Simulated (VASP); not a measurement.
Input of a VASP 6.6.1 run:

INCAR

```
SYSTEM = Al3Cu
PREC = Accurate
ENCUT = 520
EDIFF = 1E-6
ISMEAR = 1
SIGMA = 0.15
LREAL = .False.
LASPH = .True.
NELM = 60
ALGO = Normal
ISIF = 2
LWAVE = .False.
LCHARG = .True.
GGA = PS
IVDW = 13
LELF = .True.
LVHAR = .True.
NBANDS = 18
```

Contents of KPOINTS:

```
Automatic mesh
0
Gamma
  7 7 7
  0 0 0
```

POSCAR

```
Al3Cu
1.0
    3.9241510000      0.0000000000      0.0000000000
    0.0000000000      3.9241510000      0.0000000000
    0.0000000000      0.0000000000      3.9241510000
Al Cu
3 1
Direct
    0.0000000000      0.5000000000      0.5000000000
    0.5000000000      0.0000000000      0.5000000000
    0.5000000000      0.5000000000      0.0000000000
    0.0000000000      0.0000000000      0.0000000000
```

Potentials or basis: VASP PAW PBE potentials, release 64 (Al, Cu).

Run with:

```bash
$ cat potpaw_PBE.64/Al/POTCAR potpaw_PBE.64/Cu/POTCAR > POTCAR
$ mpirun -np 1 vasp_std > vasp.out
```

Question: What does it give for the band gap on the k mesh?

Answer: Zero (band 10 reaches 10.06 eV, above the bottom of band 11 at 6.43 eV).

Question: Estimate the dispersion energy per atom.

Answer: -0.226 eV.

Question: Estimate the pressure.

Answer: -4.7 GPa.

Caveat: the PAW data sets were made with another functional, which shifts forces and pressure a little; pairwise dispersion overbinds metals, which lowers pressure and volume.
